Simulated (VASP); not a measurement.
# Fe (Fm-3m) in VASP: single point with LDA

Aim: the single point of Fe with LDA.

Program: VASP 6.6.1. These are calculated values, not measurements. Logs are shortened: lines on timing, memory, paths and dates and some standing lists are left out, and cuts for length are marked.

### 1 The cell of the first run

The structure is cubic, space group Fm-3m (No. 225). The conventional cell has a = 3.375 Å, b = 3.375 Å, c = 3.375 Å, α = 90.00°, β = 90.00°, γ = 90.00°. Within 3.2 Å of Fe (site symmetry m-3m) lie 12 Fe at 2.39 Å.

### 2 Single point, LDA

File INCAR:

```
PREC = Accurate
ENCUT = 520
EDIFF = 1E-6
ISMEAR = -1
SIGMA = 0.13605693000000002
LREAL = F
LASPH = T
NELM = 100
ALGO = Normal
ISIF = 2
LWAVE = F
LCHARG = F
GGA = CA
NBANDS = 10
```

File KPOINTS:

```
Automatic mesh
0
Gamma
  17 17 17
```

File POSCAR:

```
Fe
1.0
    0.0000000000      1.6873923114      1.6873923114
    1.6873923114      0.0000000000      1.6873923114
    1.6873923114      1.6873923114      0.0000000000
Fe
1
Direct
    0.0000000000      0.0000000000      0.0000000000
```

Potentials or basis: VASP PAW LDA potentials, release 64 (Fe).

The run is started by

```sh
$ cat potpaw_LDA.64/Fe/POTCAR > POTCAR
$ mpirun -np 1 vasp_std > vasp.out
```

OUTCAR:

```text
PREC = Accurate
   ENCUT = 520
   EDIFF = 1E-6
   ISMEAR = -1
   LREAL = F
   LASPH = T
   NELM = 100
   ISIF = 2
   GGA = CA

 ion  position               nearest neighbor table
   1  0.000  0.000  0.000-

  LATTYP: Found a face centered cubic cell.
 ALAT       =     3.3747846228

  Lattice vectors:

 A1 = (   0.0000000000,   1.6873923114,   1.6873923114)
 A2 = (   1.6873923114,   0.0000000000,   1.6873923114)
 A3 = (   1.6873923114,   1.6873923114,   0.0000000000)

Analysis of symmetry for initial positions (statically):
=====================================================================
 Subroutine PRICEL returns:
 Original cell was already a primitive cell.

 Routine SETGRP: Setting up the symmetry group for a
 face centered cubic supercell.

 Subroutine GETGRP returns: Found 48 space group operations
 (whereof 48 operations were pure point group operations)
 out of a pool of 48 trial point group operations.

The static configuration has the point symmetry O_h .

Analysis of symmetry for dynamics (positions and initial velocities):
=====================================================================
 Subroutine PRICEL returns:
 Original cell was already a primitive cell.

 Routine SETGRP: Setting up the symmetry group for a
 face centered cubic supercell.

 Subroutine GETGRP returns: Found 48 space group operations
 (whereof 48 operations were pure point group operations)
 out of a pool of 48 trial point group operations.

The dynamic configuration has the point symmetry O_h .

 Subroutine INISYM returns: Found 48 space group operations
 (whereof 48 operations are pure point group operations),
 and found     1 'primitive' translations

----------------------------------------------------------------------------------------

                                     Primitive cell

  volume of cell :       9.6090

  direct lattice vectors                    reciprocal lattice vectors
     0.000000000  1.687392311  1.687392311    -0.296315206  0.296315206  0.296315206
     1.687392311  0.000000000  1.687392311     0.296315206 -0.296315206  0.296315206
     1.687392311  1.687392311  0.000000000     0.296315206  0.296315206 -0.296315206

  length of vectors
     2.386333092  2.386333092  2.386333092     0.513232991  0.513232991  0.513232991

  position of ions in fractional coordinates (direct lattice)
     0.000000000  0.000000000  0.000000000

[... 66 lines left out ...]
   PREC   = accura    normal or accurate (medium, high low for compatibility)
   ISTART =      0    job   : 0-new  1-cont  2-samecut
   ICHARG =      2    charge: 1-file 2-atom 10-const
   ISPIN  =      1    spin polarized calculation?
   LNONCOLLINEAR =      F non collinear calculations
   LSORBIT =      F    spin-orbit coupling
   LASPH  =      T    aspherical Exc in radial PAW
   ENCUT  =  520.0 eV  38.22 Ry    6.18 a.u.   4.44  4.44  4.44*2*pi/ulx,y,z
   NELM   =    100;   NELMIN=  2; NELMDL= -5     # of ELM steps
   EDIFF  = 0.1E-05   stopping-criterion for ELM
   LREAL  =      F    real-space projection
[... 7 lines left out ...]
   TEBEG  =    0.0;   TEEND  =   0.0 temperature during run
   PSTRESS=    0.0 pullay stress
   NELECT =       8.0000    total number of electrons
   NUPDOWN=      -1.0000    fix difference up-down
   EMIN   =  10.00;   EMAX   =-10.00  energy-range for DOS
   EFERMI =   0.00;   METHOD = LEGACY
   ISMEAR =    -1;   SIGMA  =   0.14  broadening in eV -4-tet -1-fermi 0-gaus
   EFERMI_NEDOS =   21; number of points for ismear=-14 and -15
   IALGO  =     38    algorithm
   IMIX   =      4    mixing-type and parameters
     AMIX     =   0.40;   BMIX     =  1.00
     AMIX_MAG =   1.60;   BMIX_MAG =  1.00
  volume/ion in A,a.u.               =       9.61        64.84
  Fermi-wavevector in a.u.,A,eV,Ry     =   1.540088  2.910344 32.271249  2.371870
  Thomas-Fermi vector in A             =   2.646224
   LORBIT       =      0    0 simple, 1 ext, 2 COOP (PROOUT), +10 PAW based schemes
   GGA     = CA    functional components
   LHFCALC =     F    Hartree Fock is set to
   AEXX    =    0.0000 exact exchange contribution
   IVDW    =     0    specifies the selected vdW correction
   LEPSILON=     F    determine dielectric tensor
   LRPA    =     F    only Hartree local field effects (RPA)
 non-spin polarized calculation
  energy-cutoff  :      520.00
  volume of cell :        9.61
 maximum number of plane-waves:       273
 NGX is ok and might be reduce to    18
   NGX =  9   NGY =  9   NGZ =  9

 number of electron       7.9999994 magnetization

 Free energy of the ion-electron system (eV)
  ---------------------------------------------------
  ext. energy  EPLUGINS =         0.00000000
  ---------------------------------------------------
  free energy    TOTEN  =        -9.37218687 eV

  energy without entropy =       -9.27415492  energy(sigma->0) =       -9.32317090

 E-fermi :   7.4159     XC(G=0): -14.4177

 val. band max:        7.4142288553   @ k =   0.2941   0.1176   0.0000
 cond. band min:       7.4271885663   @ k =   0.1765   0.0588   0.0000
 fundamental gap:      0.0129597111
 Fermi energy:         7.4159317904

 k-point     1 :       0.0000    0.0000    0.0000
  band No.  band energies     occupation
      1      -1.7415      2.00000
      2       5.6033      2.00000
      3       5.6033      2.00000
      4       5.6033      2.00000
      5       7.3314      1.30099
      6       7.3314      1.30099
      7      31.3193      0.00000
      8      37.1874      0.00000
      9      37.1874      0.00000
     10      37.1874      0.00000
[... 287 lines left out ...]
 k-point    24 :      -0.1176    0.0588    0.0000
  band No.  band energies     occupation
      1      -0.7894      2.00000
      2       5.2421      2.00000
      3       5.8623      1.99998
      4       5.8692      1.99998
      5       7.0823      1.84146
      6       7.3945      1.07874
      7      29.7485      0.00000
      8      32.1827      0.00000
      9      35.7205      0.00000
     10      37.9840      0.00000

 [... further k-points ...]
[... 5 lines left out ...]
  --------------------------------------------------------------------------------------
  -------------------------------------------------------------------------------------
  Total        0.0286833      0.0286833      0.0286833      0.0000000      0.0000000      0.0000000
  in kB        4.7825721      4.7825721      4.7825721      0.0000000      0.0000000      0.0000000
  external PRESSURE =       4.7825721 kB  Pullay stress =       0.0000000 kB

 VOLUME and BASIS-vectors are now :
 -----------------------------------------------------------------------------
  energy-cutoff  :      520.00
  volume of cell :        9.61
      direct lattice vectors                 reciprocal lattice vectors
     0.000000000  1.687392311  1.687392311    -0.296315206  0.296315206  0.296315206
     1.687392311  0.000000000  1.687392311     0.296315206 -0.296315206  0.296315206
     1.687392311  1.687392311  0.000000000     0.296315206  0.296315206 -0.296315206

 POSITION                                       TOTAL-FORCE (eV/Angst)
 -----------------------------------------------------------------------------------
      0.00000      0.00000      0.00000         0.000000      0.000000      0.000000
 -----------------------------------------------------------------------------------
    total drift:                                0.000000     -0.000000      0.000000

  FREE ENERGIE OF THE ION-ELECTRON SYSTEM (eV)
  ---------------------------------------------------
  free  energy   TOTEN  =        -9.3721868712 eV

  energy  without entropy=       -9.2741549242  energy(sigma->0) =       -9.32317090
```

Wall time 25 s (1 thread of AMD EPYC 7R13, shared host); peak memory 0.1 GiB.

Results:

* Free energy: -9.3722 eV
* Pressure: 0.5 GPa
* Band gap on the k mesh: zero (band 4 reaches 8.77 eV, above the bottom of band 5 at 6.57 eV)

Caveat: the run has no spin polarisation, though such a crystal can be magnetic. Spin polarisation is off, so any magnetic state and its effect on volume and gap are missing.
